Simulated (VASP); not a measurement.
# SiC (P6_3mc) in VASP: notebook

Runs on SiC. Level: PBE. Tasks: single point.

Everything below comes from runs of VASP 6.6.1. Logs are shortened: lines on timing, memory, paths and dates and some standing lists are left out, and cuts for length are marked.

## (1) The cell of the first run

Symmetry: P6_3mc, No. 186, hexagonal system. Conventional cell: a = 2.844 Å, b = 2.844 Å, c = 4.668 Å, α = 90.00°, β = 90.00°, γ = 120.00°. Within 2.3 Å of Si (site symmetry 3m) lie 4 C at 1.74 to 1.75 Å. Within 2.3 Å of C (site symmetry 3m) lie 4 Si at 1.74 to 1.75 Å.

## (2) Single point, PBE (strain -0.080 along x and y, -0.080 along z)

The input, INCAR:

```
SYSTEM = SiC
  ALGO = Normal
  EDIFF = 1E-6
  ENCUT = 520
  GGA = PE
  ISIF = 2
  ISMEAR = 0
  LASPH = .True.
  LCHARG = .True.
  LELF = .True.
  LREAL = .False.
  LVHAR = .True.
  LWAVE = .False.
  NBANDS = 16
  NELM = 100
  PREC = Accurate
  SIGMA = 0.05
```

The input, KPOINTS:

```
k-points
0
Gamma
  12 12 6
  0 0 0
```

The input, POSCAR:

```
SiC
1.0
    2.8444250947      0.0000000000      0.0000000000
   -1.4222125473      2.4633443912      0.0000000000
    0.0000000000      0.0000000000      4.6680994832
Si C
2 2
Direct
    0.3333333333      0.6666666667      0.0045635313
    0.6666666667      0.3333333333      0.5045635313
    0.3333333333      0.6666666667      0.3804364687
    0.6666666667      0.3333333333      0.8804364687
```

Potentials or basis: VASP PAW PBE potentials, release 64 (Si, C).

Started as:

```bash
cat potpaw_PBE.64/Si/POTCAR potpaw_PBE.64/C/POTCAR > POTCAR
mpirun -np 1 vasp_std > vasp.out
```

OUTCAR:

```text
SYSTEM = SiC
   EDIFF = 1E-6
   ENCUT = 520
   GGA = PE
   ISIF = 2
   ISMEAR = 0
   LASPH = .True.
   LREAL = .False.
   NELM = 100
   PREC = Accurate

 ion  position               nearest neighbor table
   1  0.333  0.667  0.005-   4 1.74   4 1.74   4 1.74   3 1.75   2 2.85   2 2.85   2 2.85   2 2.85
                             2 2.85   2 2.85
   2  0.667  0.333  0.505-   3 1.74   3 1.74   3 1.74   4 1.75   1 2.85   1 2.85   1 2.85   1 2.85
                             1 2.85   1 2.85
   3  0.333  0.667  0.380-   2 1.74   2 1.74   2 1.74   1 1.75
   4  0.667  0.333  0.880-   1 1.74   1 1.74   1 1.74   2 1.75

  LATTYP: Found a hexagonal cell.
 ALAT       =     2.8444250947
 C/A-ratio  =     1.6411398887

  Lattice vectors:

 A1 = (   2.8444250947,   0.0000000000,   0.0000000000)
 A2 = (  -1.4222125473,   2.4633443912,   0.0000000000)
 A3 = (   0.0000000000,   0.0000000000,   4.6680994832)

Analysis of symmetry for initial positions (statically):
=====================================================================
 Subroutine PRICEL returns:
 Original cell was already a primitive cell.

 Routine SETGRP: Setting up the symmetry group for a
 hexagonal supercell.

 Subroutine GETGRP returns: Found 12 space group operations
 (whereof  6 operations were pure point group operations)
 out of a pool of 24 trial point group operations.

The static configuration has the point symmetry C_3v.
 The point group associated with its full space group is C_6v.

Analysis of symmetry for dynamics (positions and initial velocities):
=====================================================================
 Subroutine PRICEL returns:
 Original cell was already a primitive cell.

 Routine SETGRP: Setting up the symmetry group for a
 hexagonal supercell.

 Subroutine GETGRP returns: Found 12 space group operations
 (whereof  6 operations were pure point group operations)
 out of a pool of 24 trial point group operations.

The dynamic configuration has the point symmetry C_3v.
 The point group associated with its full space group is C_6v.

 Subroutine INISYM returns: Found 12 space group operations
 (whereof  6 operations are pure point group operations),
 and found     1 'primitive' translations

----------------------------------------------------------------------------------------

                                     Primitive cell

  volume of cell :      32.7084

  direct lattice vectors                    reciprocal lattice vectors
     2.844425095  0.000000000  0.000000000     0.351564892  0.202976085  0.000000000
[... 96 lines left out ...]
   ISIF   =      2    stress and relaxation
   ISYM   =      2    0-nonsym 1-usesym 2-fastsym
   POTIM  = 0.5000    time-step for ionic-motion
   TEBEG  =    0.0;   TEEND  =   0.0 temperature during run
   PSTRESS=    0.0 pullay stress
   NELECT =      16.0000    total number of electrons
   NUPDOWN=      -1.0000    fix difference up-down
   EMIN   =  10.00;   EMAX   =-10.00  energy-range for DOS
   EFERMI =   0.00;   METHOD = LEGACY
   ISMEAR =     0;   SIGMA  =   0.05  broadening in eV -4-tet -1-fermi 0-gaus
   EFERMI_NEDOS =   21; number of points for ismear=-14 and -15
   IALGO  =     38    algorithm
   IMIX   =      4    mixing-type and parameters
     AMIX     =   0.40;   BMIX     =  1.00
     AMIX_MAG =   1.60;   BMIX_MAG =  1.00
  volume/ion in A,a.u.               =       8.18        55.18
  Fermi-wavevector in a.u.,A,eV,Ry     =   1.289916  2.437589 22.638522  1.663884
  Thomas-Fermi vector in A             =   2.421780
   LORBIT       =      0    0 simple, 1 ext, 2 COOP (PROOUT), +10 PAW based schemes
   GGA     = PE    functional components
   LHFCALC =     F    Hartree Fock is set to
   AEXX    =    0.0000 exact exchange contribution
   IVDW    =     0    specifies the selected vdW correction
   LEPSILON=     F    determine dielectric tensor
   LRPA    =     F    only Hartree local field effects (RPA)
 non-spin polarized calculation
 Gauss-broadening in eV      SIGMA  =   0.05
  energy-cutoff  :      520.00
  volume of cell :       32.71
 maximum number of plane-waves:       893
 NGX is ok and might be reduce to    24
   NGX = 11   NGY = 11   NGZ = 17

 number of electron      15.9999999 magnetization

 Free energy of the ion-electron system (eV)
  ---------------------------------------------------
  ext. energy  EPLUGINS =         0.00000000
  ---------------------------------------------------
  free energy    TOTEN  =       -28.06510275 eV

  energy without entropy =      -28.06510275  energy(sigma->0) =      -28.06510275

 E-fermi :  11.3759     XC(G=0): -12.4049

 val. band max:       11.1472389406   @ k =   0.0000   0.0000   0.0000
 cond. band min:      12.9566855925   @ k =   0.3333   0.3333   0.0000
 fundamental gap:      1.8094466519
 Fermi energy:        11.3758686384

 k-point     1 :       0.0000    0.0000    0.0000
  band No.  band energies     occupation
      1      -6.4126      2.00000
      2      -1.8819      2.00000
      3       0.9909      2.00000
      4       9.7474      2.00000
      5       9.7474      2.00000
      6      11.0338      2.00000
[... 433 lines left out ...]
      3       3.0538      2.00000
      4       4.5468      2.00000
      5       5.9887      2.00000
      6       7.9134      2.00000
[... 8 lines left out ...]
     15      24.8442      0.00000
     16      25.2262      0.00000

 [... further k-points ...]

------------------------ aborting loop because EDIFF is reached ----------------------------------------

  FORCE on cell =-STRESS in cart. coord.  units (eV):
  Direction    XX          YY          ZZ          XY          YZ          ZX
  --------------------------------------------------------------------------------------
  -------------------------------------------------------------------------------------
  Total       17.7469981     17.7469981     17.1953333      0.0000000      0.0000000      0.0000000
  in kB      869.3121442    869.3121442    842.2896068      0.0000000      0.0000000      0.0000000
  external PRESSURE =     860.3046317 kB  Pullay stress =       0.0000000 kB

 VOLUME and BASIS-vectors are now :
 -----------------------------------------------------------------------------
  energy-cutoff  :      520.00
  volume of cell :       32.71
      direct lattice vectors                 reciprocal lattice vectors
     2.844425095  0.000000000  0.000000000     0.351564892  0.202976085  0.000000000
    -1.422212547  2.463344391  0.000000000     0.000000000  0.405952170  0.000000000
     0.000000000  0.000000000  4.668099483     0.000000000  0.000000000  0.214219942

 POSITION                                       TOTAL-FORCE (eV/Angst)
 -----------------------------------------------------------------------------------
     -0.00000      1.64223      0.02130         0.000000     -0.000000      0.050140
      1.42221      0.82111      2.35535         0.000000      0.000000      0.050140
     -0.00000      1.64223      1.77592        -0.000000      0.000000     -0.050140
      1.42221      0.82111      4.10997         0.000000     -0.000000     -0.050140
 -----------------------------------------------------------------------------------
    total drift:                               -0.000000      0.000000     -0.000262

  FREE ENERGIE OF THE ION-ELECTRON SYSTEM (eV)
  ---------------------------------------------------
  free  energy   TOTEN  =       -28.0651027453 eV

  energy  without entropy=      -28.0651027453  energy(sigma->0) =      -28.06510275
```

OSZICAR:

```text
N       E                     dE             d eps       ncg     rms          rms(c)
DAV:   1     0.290854109661E+02    0.29085E+02   -0.75324E+03  2432   0.922E+02
DAV:   2    -0.311100822898E+02   -0.60195E+02   -0.54966E+02  3440   0.170E+02
DAV:   3    -0.333385066709E+02   -0.22284E+01   -0.22205E+01  3272   0.299E+01
DAV:   4    -0.333502925948E+02   -0.11786E-01   -0.11785E-01  2936   0.270E+00
DAV:   5    -0.333503784085E+02   -0.85814E-04   -0.85812E-04  3208   0.214E-01    0.167E+01
DAV:   6    -0.283675130267E+02    0.49829E+01   -0.77521E+00  3144   0.179E+01    0.804E+00
DAV:   7    -0.280878444128E+02    0.27967E+00   -0.18118E+00  3424   0.831E+00    0.303E+00
DAV:   8    -0.280668228957E+02    0.21022E-01   -0.73095E-02  2864   0.168E+00    0.828E-01
DAV:   9    -0.280649128930E+02    0.19100E-02   -0.74740E-03  3112   0.633E-01    0.114E-01
DAV:  10    -0.280650754879E+02   -0.16259E-03   -0.61506E-04  3064   0.154E-01    0.604E-02
DAV:  11    -0.280651020974E+02   -0.26610E-04   -0.48551E-05  2832   0.559E-02    0.131E-02
DAV:  12    -0.280651027453E+02   -0.64794E-06   -0.39329E-06  3160   0.124E-02
   1 F= -.28065103E+02 E0= -.28065103E+02  d E =-.542623E-13
```

Run time: 28 s. Hardware: 1 thread of Intel Xeon 6975P-C, shared host; peak memory 0.17 GiB.

What came out:

```
Free energy            : -28.0651 eV
Pressure               : 86.0 GPa
Largest force          : 0.050 eV/Å
Band gap on the k mesh : 1.81 eV, indirect (least direct gap 4.44 eV)
```

Forces on the atoms (eV/Å):
```
Si   0.000  0.000  0.050
Si   0.000  0.000  0.050
C    0.000  0.000 -0.050
C    0.000  0.000 -0.050
```

Caveat: the cell differs from its parent crystal (strain -0.080 along x and y, -0.080 along z). A k mesh can miss the band edges.

## (3) Single point, PBE (strain -0.080 along x and y, -0.040 along z)

The input, INCAR:

```
PREC = Accurate
ENCUT = 520
EDIFF = 1E-6
ISMEAR = 0
SIGMA = 0.05
LREAL = False
LASPH = True
NELM = 80
ALGO = Normal
ISIF = 2
LWAVE = False
LCHARG = False
GGA = PE
NBANDS = 16
```

The input, KPOINTS:

```
regular mesh
0
Gamma
  12 12 6
```

Changes to POSCAR since step 2:

```diff
@@ -4,3 +4,3 @@
    -1.4222125473      2.4633443912      0.0000000000
-    0.0000000000      0.0000000000      4.6680994832
+    0.0000000000      0.0000000000      4.8710603303
 Si C
```

Potentials or basis: VASP PAW PBE potentials, release 64 (Si, C).

Started as:

```bash
cat potpaw_PBE.64/Si/POTCAR potpaw_PBE.64/C/POTCAR > POTCAR
mpirun -np 1 vasp_std > vasp.out
```

It used 21 s of CPU time on 1 thread of Intel Xeon 6975P-C (shared host).

It converged, with:

| Quantity | Value |
| --- | --- |
| Free energy | -28.6113 eV |
| Pressure | 67.0 GPa |
| Largest force | 0.970 eV/Å |
| Band gap on the k mesh | 1.68 eV, indirect (least direct gap 4.76 eV) |

Forces on the atoms (eV/Å):
```
Si   0.000  0.000  0.970
Si   0.000  0.000  0.970
C    0.000  0.000 -0.970
C    0.000  0.000 -0.970
```

Stress tensor (GPa, compression positive):
```
80.14  0.00  0.00
 0.00 80.14  0.00
 0.00  0.00 40.82
```

Levels at points of the mesh, in eV from the valence-band top:
```csv
k point,band 6,band 7,band 8,band 9,band 10,band 11
"(0.00, 0.00, 0.00)",-0.49,0.00,0.00,6.85,7.19,8.24
"(0.50, 0.00, 0.00)",-3.92,-3.53,-1.37,3.38,4.01,8.06
"(0.00, 0.00, 0.50)",-0.62,-0.62,-0.62,7.99,7.99,8.77
"(0.50, 0.00, 0.50)",-2.81,-2.63,-2.63,3.36,3.36,5.97
```

Caveat: the cell differs from its parent crystal (strain -0.080 along x and y, -0.040 along z). A k mesh can miss the band edges.

(Part 1 of 2 ends here.)
